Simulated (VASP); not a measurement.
Write the native input for VASP 6.6.1 that does the following.

| Item | Value |
| --- | --- |
| Task | single point |
| Functional | PBE |
| Potentials or basis | VASP PAW PBE potentials, release 64 (Ge_d, Ir, Pt) |
| Cutoff | 520 eV |
| k mesh | 6 × 6 × 6 |
| Occupations | gaussian, width 0.2 eV |
| Spin | no spin polarisation |
| Dipole correction | no |
| Further INCAR settings | ALGO = Fast; EDIFF = 1e-06; NBANDS = 52 |

The structure of GeIrPt6 lies in POSCAR:

```
GeIrPt6
1.0
    0.0003352507      3.9516435405      3.9536838954
    3.9581775262     -0.0057238233      3.9597171034
    3.9561863517      3.9557438109     -0.0036554031
Ge Ir Pt
1 1 6
Direct
   -0.0004636083      0.9990776154      0.0003670329
    0.5001248955      0.5001634122      0.5000171425
    0.4881887493      0.0005157001      0.9995702212
   -0.0033482493      0.5042108040      1.0032267430
   -0.0011862310      1.0014396056      0.5075322401
    0.5033653475      0.4968367881      0.9970043629
    0.0047726667      0.4991861441      0.5008332110
    0.5085464297     -0.0014300695      0.4914490463
```

One way to write it, as run:

INCAR

```
SYSTEM = GeIrPt6
PREC = Accurate
ENCUT = 520
EDIFF = 1E-6
ISMEAR = 0
SIGMA = 0.2
LREAL = .FALSE.
LASPH = .TRUE.
NELM = 60
ALGO = Fast
ISIF = 2
LWAVE = .FALSE.
LCHARG = .FALSE.
GGA = PE
NBANDS = 52
```

KPOINTS

```
Automatic mesh
0
G
  6 6 6
  0 0 0
```

Potentials or basis: VASP PAW PBE potentials, release 64 (Ge_d, Ir, Pt).

The run is started by

```console
$ cat potpaw_PBE.64/Ge_d/POTCAR potpaw_PBE.64/Ir/POTCAR potpaw_PBE.64/Pt/POTCAR > POTCAR
$ mpirun -np 1 vasp_std > vasp.out
```

Results of the run:

The pressure is -0.2 GPa, the largest force is 0.005 eV/Å and the band gap on the k mesh is zero (an odd number of electrons rules out a gap without spin polarisation).

Caveat: spin-orbit coupling is left out, which moves the levels of the heavy elements.

Wall time 23 min on 1 thread of Intel(R) Xeon(R) Platinum 8488C (Sapphire Rapids), on a shared host, peak memory 0.71 GiB.
